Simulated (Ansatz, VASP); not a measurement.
**NaHf4S: VASP beside Ansatz**

```
Na Hf S
1.0
     0.00000    4.01444    4.01444
     4.01444    0.00000    4.01444
     4.01444    4.01444    0.00000
Na Hf S
1 4 1
Direct
  0.00000 0.00000 0.00000
  0.87470 0.37510 0.37510
  0.37510 0.37510 0.37510
  0.37510 0.87470 0.37510
  0.37510 0.37510 0.87470
  0.75000 0.75000 0.75000
```

Change from the starting cell: species swapped into the ZrTaCo4 type (F-43m, No. 216).

Alike in both runs: task single point; functional PBE; k mesh 4 × 4 × 4; occupations gaussian, width 0.1 eV; no spin polarisation.

|  | VASP | Ansatz |
| --- | --- | --- |
| version | VASP 6.6.1 | Ansatz 0.2.0 |
| potentials or method | VASP PAW PBE potentials, release 64 (Na_pv, Hf_pv, S), cutoff 520 eV | scalar-relativistic, plane waves, PAW |
| valence electrons in the cell | 53 | 119 |

Ansatz gave:

| Property | Result |
| --- | --- |
| gap on the k mesh at the Fermi level (eV) | none |
| pressure (GPa) | 7.8 |
| rms of the force components (eV/Å) | 0.268 |

Question: Estimate VASP's values.

Answer: gap on the k mesh at the Fermi level (eV): none; pressure (GPa): 7.6; rms of the force components (eV/Å): 0.272.

Atom by atom the forces differ by 0.004 eV/Å (rms over components). A gap of «none» marks a metal or a gap that the smearing closes. With one functional, cell and mesh, what is left measures potentials, basis and numerics. VASP's potentials hold 53 valence electrons a cell and Ansatz's 119, so a difference there can come from the potentials and not from the codes.

Neither program's run includes spin-orbit coupling.
